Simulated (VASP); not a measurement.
# Bi2O (antifluorite type) (Fm-3m) in VASP: further runs

The runs below take Bi2O (antifluorite type) through single point, with PBE.

All numbers are computed with VASP 6.6.1; they aren't measurements. Logs are shortened: lines on timing, memory, paths and dates and some standing lists are left out, and cuts for length are marked.

### Step 1. The cell of the first run

The structure is cubic, space group Fm-3m (No. 225). Conventional cell: a = 6.475 Å, b = 6.475 Å, c = 6.475 Å, α = 90.00°, β = 90.00°, γ = 90.00°. Bi (site symmetry -43m) has 4 O at 2.80 Å and 6 Bi at 3.24 Å within 3.7 Å. O (site symmetry m-3m) has 8 Bi at 2.80 Å within 3.7 Å.

### Step 2. Single point, PBE

Contents of INCAR:

```
SYSTEM = Bi2O
ALGO = Normal ; EDIFF = 1E-7
ENCUT = 520 ; GGA = PE
ISIF = 2 ; ISMEAR = -1
LASPH = .TRUE. ; LCHARG = .FALSE.
LREAL = .FALSE. ; LWAVE = .FALSE.
NBANDS = 25 ; NELM = 80
PREC = Accurate ; SIGMA = 0.06122561905347299
```

Contents of KPOINTS:

```
k-points
0
G
  15 15 15
  0 0 0
```

Contents of POSCAR:

```
Bi2O
1.0
    0.0000000000      3.2377192941      3.2377192941
    3.2377192941      0.0000000000      3.2377192941
    3.2377192941      3.2377192941      0.0000000000
Bi O
2 1
Direct
    0.2500000000      0.2500000000      0.2500000000
    0.7500000000      0.7500000000      0.7500000000
    0.0000000000      0.0000000000      0.0000000000
```

Potentials or basis: VASP PAW PBE potentials, release 64 (Bi_d, O).

The run is started by

```sh
cat potpaw_PBE.64/Bi_d/POTCAR potpaw_PBE.64/O/POTCAR > POTCAR
mpirun -np 1 vasp_std > vasp.out
```

OUTCAR:

```text
SYSTEM = Bi2O
   EDIFF = 1E-7
   ENCUT = 520
   GGA = PE
   ISIF = 2
   ISMEAR = -1
   LASPH = .TRUE.
   LREAL = .FALSE.
   NELM = 80
   PREC = Accurate

 ion  position               nearest neighbor table
   1  0.250  0.250  0.250-   3 2.80   3 2.80   3 2.80   3 2.80   2 3.24   2 3.24   2 3.24   2 3.24
                             2 3.24   2 3.24
   2  0.750  0.750  0.750-   3 2.80   3 2.80   3 2.80   3 2.80   1 3.24   1 3.24   1 3.24   1 3.24
                             1 3.24   1 3.24
   3  0.000  0.000  0.000-   1 2.80   2 2.80   2 2.80   2 2.80   2 2.80   1 2.80   1 2.80   1 2.80

  LATTYP: Found a face centered cubic cell.
 ALAT       =     6.4754385882

  Lattice vectors:

 A1 = (   0.0000000000,   3.2377192941,   3.2377192941)
 A2 = (   3.2377192941,   0.0000000000,   3.2377192941)
 A3 = (   3.2377192941,   3.2377192941,   0.0000000000)

Analysis of symmetry for initial positions (statically):
=====================================================================
 Subroutine PRICEL returns:
 Original cell was already a primitive cell.

 Routine SETGRP: Setting up the symmetry group for a
 face centered cubic supercell.

 Subroutine GETGRP returns: Found 48 space group operations
 (whereof 48 operations were pure point group operations)
 out of a pool of 48 trial point group operations.

The static configuration has the point symmetry O_h .

Analysis of symmetry for dynamics (positions and initial velocities):
=====================================================================
 Subroutine PRICEL returns:
 Original cell was already a primitive cell.

 Routine SETGRP: Setting up the symmetry group for a
 face centered cubic supercell.

 Subroutine GETGRP returns: Found 48 space group operations
 (whereof 48 operations were pure point group operations)
 out of a pool of 48 trial point group operations.

The dynamic configuration has the point symmetry O_h .

 Subroutine INISYM returns: Found 48 space group operations
 (whereof 48 operations are pure point group operations),
 and found     1 'primitive' translations

----------------------------------------------------------------------------------------

                                     Primitive cell

  volume of cell :      67.8809

  direct lattice vectors                    reciprocal lattice vectors
     0.000000000  3.237719294  3.237719294    -0.154429694  0.154429694  0.154429694
     3.237719294  0.000000000  3.237719294     0.154429694 -0.154429694  0.154429694
     3.237719294  3.237719294  0.000000000     0.154429694  0.154429694 -0.154429694

  length of vectors
     4.578826537  4.578826537  4.578826537     0.267480076  0.267480076  0.267480076

  position of ions in fractional coordinates (direct lattice)
     0.250000000  0.250000000  0.250000000
     0.750000000  0.750000000  0.750000000
     0.000000000  0.000000000  0.000000000

  ion indices of the primitive-cell ions
   primitive index   ion index
                 1           1
                 2           2
                 3           3

----------------------------------------------------------------------------------------

 KPOINTS: k-points

Automatic generation of k-mesh.
 Grid dimensions read from file:
 generate k-points for:   15   15   15

 Generating k-lattice:

  Cartesian coordinates                     Fractional coordinates (reciprocal lattice)
    -0.010295313  0.010295313  0.010295313     0.066666667  0.000000000  0.000000000
     0.010295313 -0.010295313  0.010295313     0.000000000  0.066666667  0.000000000
     0.010295313  0.010295313 -0.010295313     0.000000000  0.000000000  0.066666667

  Length of vectors
     0.017832005  0.017832005  0.017832005

  Shift w.r.t. Gamma in fractional coordinates (k-lattice)
     0.000000000  0.000000000  0.000000000

 Subroutine IBZKPT returns following result:
 ===========================================

 Found    120 irreducible k-points:

 Following reciprocal coordinates:
            Coordinates               Weight
  0.000000  0.000000  0.000000      1.000000
  0.066667  0.000000  0.000000      8.000000
  0.133333  0.000000  0.000000      8.000000
  0.200000  0.000000  0.000000      8.000000
  0.266667  0.000000  0.000000      8.000000
  0.333333  0.000000  0.000000      8.000000
[... 16 lines left out ...]
  0.133333  0.133333  0.000000      6.000000
  0.200000  0.133333  0.000000     24.000000
 [... further k-points ...]
   k-points           NKPTS =    120   k-points in BZ     NKDIM =    120   number of bands    NBANDS=     25
   number of dos      NEDOS =    301   number of ions     NIONS =      3
   total plane-waves  NPLWV =  46656
   dimension x,y,z NGX =    36 NGY =   36 NGZ =   36
   dimension x,y,z NGXF=    72 NGYF=   72 NGZF=   72
   ions per type =               2   1
   NGX,Y,Z   is equivalent  to a cutoff of  13.07, 13.07, 13.07 a.u.
   NGXF,Y,Z  is equivalent  to a cutoff of  26.14, 26.14, 26.14 a.u.
 SYSTEM =  Bi2O
   PREC   = accura    normal or accurate (medium, high low for compatibility)
   ISTART =      0    job   : 0-new  1-cont  2-samecut
   ICHARG =      2    charge: 1-file 2-atom 10-const
   ISPIN  =      1    spin polarized calculation?
   LNONCOLLINEAR =      F non collinear calculations
   LSORBIT =      F    spin-orbit coupling
   LASPH  =      T    aspherical Exc in radial PAW
   ENCUT  =  520.0 eV  38.22 Ry    6.18 a.u.   8.51  8.51  8.51*2*pi/ulx,y,z
   NELM   =     80;   NELMIN=  2; NELMDL= -5     # of ELM steps
   EDIFF  = 0.1E-06   stopping-criterion for ELM
   LREAL  =      F    real-space projection
   EDIFFG = 0.1E-05   stopping-criterion for IOM
   NSW    =      0    number of steps for IOM
   IBRION =     -1    ionic relax: 0-MD 1-quasi-New 2-CG
   NFREE  =      0    steps in history (QN), initial steepest desc. (CG)
   ISIF   =      2    stress and relaxation
   ISYM   =      2    0-nonsym 1-usesym 2-fastsym
   POTIM  = 0.5000    time-step for ionic-motion
   TEBEG  =    0.0;   TEEND  =   0.0 temperature during run
   PSTRESS=    0.0 pullay stress
   NELECT =      36.0000    total number of electrons
   NUPDOWN=      -1.0000    fix difference up-down
   EMIN   =  10.00;   EMAX   =-10.00  energy-range for DOS
   EFERMI =   0.00;   METHOD = LEGACY
   ISMEAR =    -1;   SIGMA  =   0.06  broadening in eV -4-tet -1-fermi 0-gaus
   EFERMI_NEDOS =   21; number of points for ismear=-14 and -15
   IALGO  =     38    algorithm
   IMIX   =      4    mixing-type and parameters
     AMIX     =   0.40;   BMIX     =  1.00
     AMIX_MAG =   1.60;   BMIX_MAG =  1.00
  volume/ion in A,a.u.               =      22.63       152.69
  Fermi-wavevector in a.u.,A,eV,Ry     =   1.325134  2.504140 23.891561  1.755980
  Thomas-Fermi vector in A             =   2.454617
   LORBIT       =      0    0 simple, 1 ext, 2 COOP (PROOUT), +10 PAW based schemes
   GGA     = PE    functional components
   LHFCALC =     F    Hartree Fock is set to
   AEXX    =    0.0000 exact exchange contribution
   IVDW    =     0    specifies the selected vdW correction
   LEPSILON=     F    determine dielectric tensor
   LRPA    =     F    only Hartree local field effects (RPA)
 non-spin polarized calculation
  energy-cutoff  :      520.00
  volume of cell :       67.88
 maximum number of plane-waves:      1853
 NGX is ok and might be reduce to    36
   NGX = 17   NGY = 17   NGZ = 17

 number of electron      35.9999997 magnetization

 Free energy of the ion-electron system (eV)
  ---------------------------------------------------
  ext. energy  EPLUGINS =         0.00000000
  ---------------------------------------------------
  free energy    TOTEN  =       -12.32363489 eV

  energy without entropy =      -12.29670298  energy(sigma->0) =      -12.31016894

 E-fermi :   7.4715     XC(G=0): -10.5225

 val. band max:        7.4634224587   @ k =   0.3333   0.3333   0.0000
 cond. band min:       7.4884358839   @ k =  -0.4000   0.4667   0.0667
 fundamental gap:      0.0250134252
 Fermi energy:         7.4714845549

 k-point     1 :       0.0000    0.0000    0.0000
  band No.  band energies     occupation
      1     -15.7654      2.00000
      2     -15.7654      2.00000
      3     -15.6009      2.00000
      4     -15.6009      2.00000
      5     -15.6009      2.00000
      6     -15.4151      2.00000
[... 17 lines left out ...]
     24      15.0943      0.00000
     25      15.0943      0.00000

 k-point     2 :       0.0667    0.0000    0.0000
  band No.  band energies     occupation
      1     -15.7606      2.00000
      2     -15.7606      2.00000
      3     -15.5995      2.00000
      4     -15.5986      2.00000
      5     -15.5986      2.00000
      6     -15.4170      2.00000
[... 17 lines left out ...]
     24      15.2849      0.00000
     25      15.2849      0.00000

 k-point     3 :       0.1333    0.0000    0.0000
  band No.  band energies     occupation
      1     -15.7465      2.00000
      2     -15.7465      2.00000
      3     -15.5951      2.00000
      4     -15.5920      2.00000
      5     -15.5920      2.00000
      6     -15.4229      2.00000
[... 17 lines left out ...]
     24      15.7132      0.00000
     25      15.7132      0.00000

 k-point     4 :       0.2000    0.0000    0.0000
  band No.  band energies     occupation
      1     -15.7236      2.00000
      2     -15.7236      2.00000
      3     -15.5876      2.00000
      4     -15.5814      2.00000
      5     -15.5814      2.00000
      6     -15.4327      2.00000
[... 17 lines left out ...]
     24      16.0417      0.00000
     25      16.0417      0.00000
[... 477 lines left out ...]
 k-point    22 :      -0.0667    0.0667    0.0000
  band No.  band energies     occupation
      1     -15.7585      2.00000
      2     -15.7471      2.00000
      3     -15.5988      2.00000
      4     -15.5966      2.00000
      5     -15.5916      2.00000
      6     -15.4228      2.00000
[... 17 lines left out ...]
     24      15.5247      0.00000
     25      15.6498      0.00000

 k-point    23 :       0.1333    0.1333    0.0000
  band No.  band energies     occupation
      1     -15.7630      2.00000
      2     -15.7197      2.00000
      3     -15.6066      2.00000
      4     -15.5830      2.00000
      5     -15.5830      2.00000
      6     -15.4296      2.00000
[... 17 lines left out ...]
     24      15.2690      0.00000
     25      15.8540      0.00000

 k-point    24 :       0.2000    0.1333    0.0000
  band No.  band energies     occupation
      1     -15.7572      2.00000
      2     -15.6946      2.00000
      3     -15.6072      2.00000
      4     -15.5732      2.00000
      5     -15.5728      2.00000
      6     -15.4381      2.00000
[... 17 lines left out ...]
     24      15.5750      0.00000
     25      16.0013      0.00000

 [... further k-points ...]

------------------------ aborting loop because EDIFF is reached ----------------------------------------

  FORCE on cell =-STRESS in cart. coord.  units (eV):
  Direction    XX          YY          ZZ          XY          YZ          ZX
  --------------------------------------------------------------------------------------
  -------------------------------------------------------------------------------------
  Total        0.5333285      0.5333285      0.5333285      0.0000000     -0.0000000      0.0000000
  in kB       12.5880302     12.5880302     12.5880302      0.0000000     -0.0000000      0.0000000
  external PRESSURE =      12.5880302 kB  Pullay stress =       0.0000000 kB

 VOLUME and BASIS-vectors are now :
 -----------------------------------------------------------------------------
  energy-cutoff  :      520.00
  volume of cell :       67.88
      direct lattice vectors                 reciprocal lattice vectors
     0.000000000  3.237719294  3.237719294    -0.154429694  0.154429694  0.154429694
     3.237719294  0.000000000  3.237719294     0.154429694 -0.154429694  0.154429694
     3.237719294  3.237719294  0.000000000     0.154429694  0.154429694 -0.154429694

 POSITION                                       TOTAL-FORCE (eV/Angst)
 -----------------------------------------------------------------------------------
      1.61886      1.61886      1.61886        -0.000000     -0.000000     -0.000000
      4.85658      4.85658      4.85658         0.000000      0.000000      0.000000
      0.00000      0.00000      0.00000        -0.000000      0.000000     -0.000000
 -----------------------------------------------------------------------------------
    total drift:                                0.000000      0.000000      0.000000

  FREE ENERGIE OF THE ION-ELECTRON SYSTEM (eV)
  ---------------------------------------------------
  free  energy   TOTEN  =       -12.3236348939 eV

  energy  without entropy=      -12.2967029784  energy(sigma->0) =      -12.31016894
```

Wall time 2.4 min (1 thread of Intel Xeon Platinum 8488C (Sapphire Rapids), shared host); peak memory 0.32 GiB.

Results:

```yaml
Free_energy: -12.3236 eV
Pressure: 1.3 GPa
Band_gap_on_the_k_mesh: zero (bands 18 and 19 overlap by 1.91 eV)
```

Caveat: spin-orbit coupling is left out, which moves the levels of the heavy elements.

### Step 3. Single point, PBE

Contents of INCAR:

```
PREC     = Accurate       # precision mode
ENCUT    = 520            # plane-wave cutoff, eV
EDIFF    = 1E-6           # SCF threshold, eV
ISMEAR   = -1             # smearing method
SIGMA    = 0.06122561905347299 # smearing width, eV
LREAL    = False          # projectors in reciprocal space
LASPH    = True           # aspherical terms in the spheres
NELM     = 60             # most SCF steps
ALGO     = Normal         # electronic algorithm
ISIF     = 2              # what is computed and relaxed
LWAVE    = False          # write WAVECAR
LCHARG   = False          # write CHGCAR
GGA      = PE             # functional
NBANDS   = 25             # bands
```

Contents of KPOINTS:

```
Automatic mesh
0
Gamma
  15 15 15
```

POSCAR is that of step 2.

Potentials or basis: VASP PAW PBE potentials, release 64 (Bi_d, O).

The run is started by

```sh
cat potpaw_PBE.64/Bi_d/POTCAR potpaw_PBE.64/O/POTCAR > POTCAR
mpirun -np 1 vasp_std > vasp.out
```

Run time: 2.4 min. Hardware: 1 thread of Intel Xeon Platinum 8488C (Sapphire Rapids), shared host; peak memory 0.32 GiB.

It converged, with:

```
Free energy            : -12.3236 eV
Pressure               : 1.3 GPa
Band gap on the k mesh : zero (bands 18 and 19 overlap by 1.91 eV)
```

Levels at points of the mesh, in eV from the Fermi level:
```csv
k point,band 14,band 15,band 16,band 17,band 18,band 19,band 20,band 21,band 22,band 23
"(0.00, 0.00, 0.00)",-3.02,-3.02,-3.02,-1.52,-1.52,-1.52,3.59,3.59,3.59,6.20
```

Caveat: spin-orbit coupling is left out, which moves the levels of the heavy elements.

(Part 1 of 2 ends here.)

The gap in the log of VASP goes by the Fermi energy; the results here count the filled bands.